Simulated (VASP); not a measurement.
A run of VASP 6.6.1:

INCAR

```
ALGO     = Normal         # electronic algorithm
EDIFF    = 1E-6           # SCF threshold, eV
ENCUT    = 500            # plane-wave cutoff, eV
GGA      = CA             # functional
GGA_COMPAT= False        
ISIF     = 2              # what is computed and relaxed
ISMEAR   = -1             # smearing method
LASPH    = True           # aspherical terms in the spheres
LCHARG   = False          # write CHGCAR
LREAL    = False          # projectors in reciprocal space
LWAVE    = False          # write WAVECAR
NBANDS   = 18             # bands
NELM     = 120            # most SCF steps
PREC     = Accurate       # precision mode
SIGMA    = 0.05           # smearing width, eV
```

The input KPOINTS:

```
k-points
0
Gamma
  6 6 6
```

File POSCAR:

```
Sc
1.0
    0.0000000000      2.9984857765      2.9984857765
    2.9984857765      0.0000000000      2.9984857765
    2.9984857765      2.9984857765      0.0000000000
Sc
2
Direct
    1.0000000000      1.0000000000      1.0000000000
    0.2500000000      0.2500000000      0.2500000000
```

Potentials or basis: VASP PAW LDA potentials, release 64 (Sc_sv).

The run is started by

```sh
$ cat potpaw_LDA.64/Sc_sv/POTCAR > POTCAR
$ mpirun -np 1 vasp_std > vasp.out
```

Hardware: 1 thread of Intel(R) Xeon(R) Platinum 8259CL CPU @ 2.50GHz (Skylake/Cascade Lake), with other jobs on the host.

Question: Estimate the wall time of this run.

Answer: It took 14 s on 1 thread of Intel(R) Xeon(R) Platinum 8259CL CPU @ 2.50GHz (Skylake/Cascade Lake), on a shared host, peak memory 0.15 GiB. Counts: scf iterations 12, k points 16.
